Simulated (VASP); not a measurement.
# Tb (Im-3m) in VASP: notebook

The runs below take Tb through single point, with revPBE+D3(BJ).

Program: VASP 6.6.1. These are calculated values, not measurements. Logs are shortened: lines on timing, memory, paths and dates and some standing lists are left out, and cuts for length are marked.

### 1 The cell of the first run

Symmetry: Im-3m, No. 229, cubic system. The conventional cell has a = 3.966 Å, b = 3.966 Å, c = 3.966 Å, α = 90.00°, β = 90.00°, γ = 90.00°. Tb (site symmetry m-3m) has 14 Tb at 3.43 to 3.97 Å within 4.5 Å.

This isn't the form of Tb at room conditions, which is hcp.

### 2 Single point, revPBE+D3(BJ), collinear spin, ferromagnetic start

INCAR reads:

```
PREC = Accurate
ENCUT = 520
EDIFF = 1E-6
ISMEAR = -5
SIGMA = 0.1
LREAL = F
LASPH = T
NELM = 150
ALGO = Fast
ISIF = 2
LWAVE = F
LCHARG = T
ISPIN = 2
MAGMOM = 6
LORBIT = 11
LMAXMIX = 6
GGA = RE
IVDW = 12
LELF = T
LVHAR = T
NBANDS = 14
```

KPOINTS reads:

```
Automatic mesh
0
Gamma
  9 9 9
```

POSCAR reads:

```
Tb
1.0
   -1.9828345078      1.9828345078      1.9828345078
    1.9828345078     -1.9828345078      1.9828345078
    1.9828345078      1.9828345078     -1.9828345078
Tb
1
Direct
    0.0000000000      0.0000000000      0.0000000000
```

Potentials or basis: VASP PAW PBE potentials, release 64 (Tb_3), 4f in core.

The run is started by

```sh
$ cat potpaw_PBE.64/Tb_3/POTCAR > POTCAR
$ mpirun -np 1 vasp_std > vasp.out
```

OUTCAR:

```text
PREC = Accurate
   ENCUT = 520
   EDIFF = 1E-6
   ISMEAR = -5
   LREAL = F
   LASPH = T
   NELM = 150
   ISIF = 2
   ISPIN = 2
   LORBIT = 11
   GGA = RE
   IVDW = 12
 IVDW          = 12

 ion  position               nearest neighbor table
   1  0.000  0.000  0.000-

  LATTYP: Found a body centered cubic cell.
 ALAT       =     3.9656690156

  Lattice vectors:

 A1 = (  -1.9828345078,   1.9828345078,   1.9828345078)
 A2 = (   1.9828345078,  -1.9828345078,   1.9828345078)
 A3 = (   1.9828345078,   1.9828345078,  -1.9828345078)

Analysis of symmetry for initial positions (statically):
=====================================================================
 Subroutine PRICEL returns:
 Original cell was already a primitive cell.

 Routine SETGRP: Setting up the symmetry group for a
 body centered cubic supercell.

 Subroutine GETGRP returns: Found 48 space group operations
 (whereof 48 operations were pure point group operations)
 out of a pool of 48 trial point group operations.

The static configuration has the point symmetry O_h .

Analysis of symmetry for dynamics (positions and initial velocities):
=====================================================================
 Subroutine PRICEL returns:
 Original cell was already a primitive cell.

 Routine SETGRP: Setting up the symmetry group for a
 body centered cubic supercell.

 Subroutine GETGRP returns: Found 48 space group operations
 (whereof 48 operations were pure point group operations)
 out of a pool of 48 trial point group operations.

The dynamic configuration has the point symmetry O_h .

Analysis of structural, dynamic, and magnetic symmetry:
=====================================================================
 Subroutine PRICEL returns:
 Original cell was already a primitive cell.

 Routine SETGRP: Setting up the symmetry group for a
 body centered cubic supercell.

 Subroutine GETGRP returns: Found 48 space group operations
 (whereof 48 operations were pure point group operations)
 out of a pool of 48 trial point group operations.

The overall configuration has the point symmetry O_h .

 Subroutine INISYM returns: Found 48 space group operations
 (whereof 48 operations are pure point group operations),
 and found     1 'primitive' translations

----------------------------------------------------------------------------------------

                                     Primitive cell

  volume of cell :      31.1831

  direct lattice vectors                    reciprocal lattice vectors
    -1.982834508  1.982834508  1.982834508     0.000000000  0.252164262  0.252164262
     1.982834508 -1.982834508  1.982834508     0.252164262  0.000000000  0.252164262
     1.982834508  1.982834508 -1.982834508     0.252164262  0.252164262  0.000000000

  length of vectors
     3.434370111  3.434370111  3.434370111     0.356614119  0.356614119  0.356614119

[... 127 lines left out ...]

  energy without entropy =       -4.12416999  energy(sigma->0) =       -4.12416999

 E-fermi :   3.6030     XC(G=0):  -9.8749

 val. band max:        3.6464986246   @ k =  -0.4444  -0.4444   0.1111
 cond. band min:       3.4464862311   @ k =   0.3333   0.3333   0.0000
 fundamental gap:     -0.2000123935
 Fermi energy:         3.6029989373

 spin component 1

 k-point     1 :       0.0000    0.0000    0.0000
  band No.  band energies     occupation
      1     -18.7616      1.00000
      2     -18.7616      1.00000
      3     -18.7616      1.00000
      4      -1.6421      1.00000
      5       5.2075      0.00000
      6       5.2075      0.00000
      7       5.2075      0.00000
      8       7.5152      0.00000
      9       7.5152      0.00000
     10      13.9620      0.00000
     11      13.9620      0.00000
     12      13.9620      0.00000
     13      14.4179      0.00000
     14      22.1325      0.00000
[... 379 lines left out ...]
      3     -18.8879      1.00000
      4       2.0055      1.00000
      5       3.6465      0.76135
      6       3.9394     -0.00393
      7       6.3638      0.00000
      8       8.7231      0.00000
      9      10.8743      0.00000
     10      11.8465      0.00000
     11      14.2657      0.00000
     12      14.4189      0.00000
     13      15.3615      0.00000
     14      18.4388      0.00000

 [... further k-points ...]

 spin component 2

 k-point     1 :       0.0000    0.0000    0.0000
  band No.  band energies     occupation
      1     -18.6725      1.00000
      2     -18.6725      1.00000
      3     -18.6725      1.00000
      4      -1.3616      1.00000
      5       5.4657      0.00000
      6       5.4657      0.00000
      7       5.4657      0.00000
      8       7.6270      0.00000
      9       7.6270      0.00000
     10      14.2619      0.00000
     11      14.2619      0.00000
     12      14.2619      0.00000
     13      14.4930      0.00000
     14      22.3300      0.00000
[... 379 lines left out ...]
      3     -18.7963      1.00000
      4       2.2490      1.00000
      5       3.8664      0.17884
      6       4.1984      0.00000
      7       6.5750      0.00000
      8       8.9188      0.00000
      9      11.0482      0.00000
     10      12.0574      0.00000
     11      14.4832      0.00000
     12      14.4985      0.00000
     13      15.6240      0.00000
     14      18.6862      0.00000

 [... further k-points ...]

------------------------ aborting loop because EDIFF is reached ----------------------------------------

 Edisp (eV)   -0.62341

 E8    (eV) :    -0.4798

  FORCE on cell =-STRESS in cart. coord.  units (eV):
  Direction    XX          YY          ZZ          XY          YZ          ZX
  --------------------------------------------------------------------------------------
  -------------------------------------------------------------------------------------
  Total      -0.08553    -0.08553    -0.08553     0.00000    -0.00000    -0.00000
  in kB      -4.39446    -4.39446    -4.39446     0.00000    -0.00000    -0.00000
  external pressure =       -4.39 kB  Pullay stress =        0.00 kB

 VOLUME and BASIS-vectors are now :
 -----------------------------------------------------------------------------
  energy-cutoff  :      520.00
  volume of cell :       31.18
      direct lattice vectors                 reciprocal lattice vectors
    -1.982834508  1.982834508  1.982834508     0.000000000  0.252164262  0.252164262
     1.982834508 -1.982834508  1.982834508     0.252164262  0.000000000  0.252164262
     1.982834508  1.982834508 -1.982834508     0.252164262  0.252164262  0.000000000

 POSITION                                       TOTAL-FORCE (eV/Angst)
 -----------------------------------------------------------------------------------
      0.00000      0.00000      0.00000         0.000000      0.000000      0.000000
 -----------------------------------------------------------------------------------
    total drift:                               -0.000000     -0.000000     -0.000000

  FREE ENERGIE OF THE ION-ELECTRON SYSTEM (eV)
  ---------------------------------------------------
  free  energy   TOTEN  =        -4.7475775154 eV

  energy  without entropy=       -4.7475775154  energy(sigma->0) =       -4.74757752

 total charge

# of ion       s       p       d       tot
------------------------------------------
    1        0.400   6.305   1.142   7.847

 magnetization (x)

# of ion       s       p       d       tot
------------------------------------------
    1        0.002   0.045   0.187   0.235
```

stdout:

```text
POSCAR found type information on POSCAR Tb
 POSCAR found :  1 types and       1 ions
 scaLAPACK will be used
 -----------------------------------------------------------------------------
|                                                                             |
[... 23 lines left out ...]
|     occupations, so forces and stress will be inaccurate. We suggest        |
|     using a different smearing scheme ISMEAR = 1 or 2 for metals in         |
|     relaxations.                                                            |
|                                                                             |
 -----------------------------------------------------------------------------
```

Wall time 72 s (1 thread of Intel Xeon 8259CL, shared host); peak memory 0.2 GiB.

Results:

| Quantity | Value |
| --- | --- |
| Free energy | -4.7476 eV |
| Pressure | -0.4 GPa |
| Net moment | 0.32 μB per cell |
| Site moments | Tb +0.23 μB |
| Valence electrons inside the program's atomic spheres | Tb 7.85 |
| Dispersion energy per atom | -0.623 eV |

Levels at points of the mesh, in eV from the Fermi level:
Spin up:
```csv
k point,band 3,band 4,band 5,band 6,band 7,band 8
"(0.00, 0.00, 0.00)",-22.36,-5.25,1.60,1.60,1.60,3.91
```
Spin down:
| k point | band 2 | band 3 | band 4 | band 5 | band 6 | band 7 |
| --- | --- | --- | --- | --- | --- | --- |
| (0.00, 0.00, 0.00) | -22.28 | -22.28 | -4.96 | 1.86 | 1.86 | 1.86 |

Caveat: the magnetic or orbital state may not be the lowest; an empty level that is flat over the whole mesh can mark a ghost state of the potentials, or a narrow d or f band; the PAW data sets were made with another functional, which shifts forces and pressure a little; spin-orbit coupling is left out, which moves the levels of the heavy elements; the 4f electrons are frozen in the core, so they carry no moment and show no levels; tetrahedron occupations give inexact forces and stress in metals. The state reached can hang on the start; a lower one may exist.

### 3 Single point, revPBE+D3(BJ), collinear spin, ferromagnetic start

This run uses another cell than the first one, of 31.83 Å³/atom.

INCAR reads:

```
SYSTEM = Tb
PREC     = Accurate       ! precision mode
ENCUT    = 520            ! plane-wave cutoff, eV
EDIFF    = 1E-7           ! SCF threshold, eV
ISMEAR   = -5             ! smearing method
SIGMA    = 0.1            ! smearing width, eV
LREAL    = .False.        ! projectors in reciprocal space
LASPH    = .True.         ! aspherical terms in the spheres
NELM     = 150            ! most SCF steps
ALGO     = Normal         ! electronic algorithm
ISIF     = 2              ! what is computed and relaxed
LWAVE    = .False.        ! write WAVECAR
LCHARG   = .False.        ! write CHGCAR
ISPIN    = 2              ! spin polarisation
MAGMOM   = 6              ! initial moments
LORBIT   = 11             ! projections on sites
LMAXMIX  = 6              ! l up to which the mixer works
GGA      = RE             ! functional
IVDW     = 12             ! dispersion correction
NBANDS   = 14             ! bands
```

KPOINTS reads:

```
Automatic mesh
0
Gamma
  9 9 9
  0 0 0
```

POSCAR reads:

```
Tb
1.0
   -1.9965096606      1.9965096606      1.9965096606
    1.9965096606     -1.9965096606      1.9965096606
    1.9965096606      1.9965096606     -1.9965096606
Tb
1
Direct
    0.0000000000      0.0000000000      0.0000000000
```

Potentials or basis: VASP PAW PBE potentials, release 64 (Tb_3), 4f in core.

The run is started by

```sh
$ cat potpaw_PBE.64/Tb_3/POTCAR > POTCAR
$ mpirun -np 1 vasp_std > vasp.out
```

It took 2.2 min on 1 thread of Intel Xeon 8259CL, shared host; peak memory 0.2 GiB.

It converged, with:

| Property | Result |
| --- | --- |
| Free energy | -4.7446 eV |
| Pressure | -1.2 GPa |
| Net moment | 0.31 μB per cell |
| Site moments | Tb +0.22 μB |
| Valence electrons inside the program's atomic spheres | Tb 7.81 |
| Dispersion energy per atom | -0.610 eV |

Levels at points of the mesh, in eV from the Fermi level:
Spin up:
| k point | band 3 | band 4 | band 5 | band 6 | band 7 | band 8 |
| --- | --- | --- | --- | --- | --- | --- |
| (0.00, 0.00, 0.00) | -22.43 | -5.21 | 1.59 | 1.59 | 1.59 | 3.85 |
Spin down:
```tsv
k point	band 1	band 2	band 3	band 4	band 5	band 6	band 7	band 8
(0.00, 0.00, 0.00)	-22.35	-22.35	-22.35	-4.94	1.83	1.83	1.83	3.95
```

Caveat: the magnetic or orbital state may not be the lowest; an empty level that is flat over the whole mesh can mark a ghost state of the potentials, or a narrow d or f band; the PAW data sets were made with another functional, which shifts forces and pressure a little; spin-orbit coupling is left out, which moves the levels of the heavy elements; the 4f electrons are frozen in the core, so they carry no moment and show no levels; tetrahedron occupations give inexact forces and stress in metals. The state reached can hang on the start; a lower one may exist.
